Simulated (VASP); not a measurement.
Set up this calculation in VASP 6.6.1, as the native input.

```yaml
Task: single point
Functional: r2SCAN
Potentials_or_basis: VASP PAW PBE potentials, release 64 (Sr_sv, Cl)
Cutoff: 520 eV
k_mesh: 6 × 6 × 6
Occupations: gaussian, width 0.05 eV
Spin: no spin polarisation
Dipole_correction: no
Further_INCAR_settings: ALGO = Normal; EDIFF = 1e-06; NBANDS = 19
```

SrCl2:

```
CELL_PARAMETERS angstrom
0.00000 3.42927 3.60074
3.42927 0.00000 3.60074
3.42927 3.42927 0.00000
ATOMIC_POSITIONS crystal
Sr 0.00000 0.00000 0.00000
Cl 0.25000 0.25000 0.25000
Cl 0.75000 0.75000 0.75000
```

This cell differs from its parent crystal: ratio of the length along z to the lengths across it x 1.05, volume and fractional coordinates fixed.

The input as run:

POSCAR

```
SrCl2
1.0
    0.0000000000      3.4292724257      3.6007360470
    3.4292724257      0.0000000000      3.6007360470
    3.4292724257      3.4292724257      0.0000000000
Sr Cl
1 2
Direct
    0.0000000000      0.0000000000      0.0000000000
    0.2500000000      0.2500000000      0.2500000000
    0.7500000000      0.7500000000      0.7500000000
```

INCAR.step1

```
SYSTEM = SrCl2
ALGO = Normal ; EDIFF = 1E-4
ENCUT = 520 ; GGA = PE
ISMEAR = 0 ; LASPH = .True.
LCHARG = .False. ; LREAL = .False.
LWAVE = .True. ; NBANDS = 19
NELM = 60 ; PREC = Accurate
SIGMA = 0.05
```

INCAR.step2

```
SYSTEM = SrCl2
ALGO = Normal ; EDIFF = 1E-6
ENCUT = 520 ; ISIF = 2
ISMEAR = 0 ; ISTART = 1
LASPH = .True. ; LCHARG = .False.
LMIXTAU = .True. ; LREAL = .False.
LWAVE = .False. ; METAGGA = R2SCAN
NBANDS = 19 ; NELM = 60
PREC = Accurate ; SIGMA = 0.05
```

KPOINTS

```
k-points
0
Gamma
  6 6 6
  0 0 0
```

Potentials or basis: VASP PAW PBE potentials, release 64 (Sr_sv, Cl).

Command:

```bash
$ cat potpaw_PBE.64/Sr_sv/POTCAR potpaw_PBE.64/Cl/POTCAR > POTCAR
$ cp INCAR.step1 INCAR
$ mpirun -np 1 vasp_std > vasp.out
$ cp INCAR.step2 INCAR
$ mpirun -np 1 vasp_std > vasp.out
```

Results of the run:

```yaml
Pressure: 0.5 GPa
Band_gap_on_the_k_mesh: 5.75 eV (least direct gap 5.85 eV)
```

Caveat: the PAW data sets were made with another functional, which shifts forces and pressure a little.

Wall time 2.2 min on 1 thread of Intel(R) Xeon(R) Platinum 8488C (Sapphire Rapids), on a shared host, peak memory 0.26 GiB.
